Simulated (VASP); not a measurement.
Crystal: Mo3H.

```
H Mo
1.0
     4.43645    0.00000    0.00000
    -2.21822    3.84208    0.00000
     0.00000    0.00000    4.31063
H Mo
1 3
Direct
  0.00000 0.00000 0.00000
  0.33333 0.66667 0.50000
  0.66667 0.33333 0.50000
  0.00000 0.00000 0.50000
```

The cell was generated, and may not be a known phase.

```yaml
Program: VASP 6.6.1
Task: relaxation of cell and atoms
Functional: PBE
Potentials_or_basis: VASP PAW PBE potentials, release 64 (H, Mo_sv)
Cutoff: 600 eV
k_mesh: 5 × 5 × 5
Occupations: gaussian, width 0.2 eV
Spin: no spin polarisation
```

At the start: pressure 3.1 GPa; volume 18.37 Å³/atom.

Question: Where does the relaxation end?

Answer: Over 12 steps the energy falls by 476.8 meV/atom and the volume is 15.21 Å³/atom (-17.2 %); space group P6/mmm (No. 191, to 0.1 Å) before and after.

Step by step:
| step | energy change (eV) | largest force (eV/Å) | pressure (GPa) | volume (Å³) |
| --- | --- | --- | --- | --- |
| 1 | 0.0000 | 0.0000 | 3.09 | 73.48 |
| 2 | -0.6891 | 0.0000 | -13.95 | 76.77 |
| 3 | -0.6905 | 0.0000 | -14.11 | 76.81 |
| 4 | -1.1663 | 0.0000 | -15.14 | 73.05 |
| 5 | -0.9877 | 0.0000 | -1.61 | 60.91 |
| 6 | -1.5307 | 0.0000 | -14.30 | 68.62 |
| 7 | -1.5721 | 0.0000 | -13.09 | 66.91 |
| 8 | -1.8848 | 0.0000 | -2.76 | 61.78 |
| 9 | -1.9000 | 0.0000 | 0.34 | 60.57 |
| 10 | -1.9001 | 0.0000 | 0.66 | 60.45 |
| 11 | -1.9055 | 0.0000 | 0.48 | 60.64 |
| 12 | -1.9073 | 0.0000 | 0.35 | 60.83 |

Final structure:
```xyz
4
Lattice="4.6164 0.0000 0.0000 -2.3082 3.9979 0.0000 0.0000 0.0000 3.2960" Properties=species:S:1:pos:R:3 pbc="T T T"
H     0.0000    0.0000    0.0000
Mo    0.0000    2.6653    1.6480
Mo    2.3082    1.3326    1.6480
Mo    0.0000    0.0000    1.6480
```

Caveat: the volume moved by over 15 % at a fixed basis, so the end points are rough; the highest band is partly filled, so the run has too few bands.
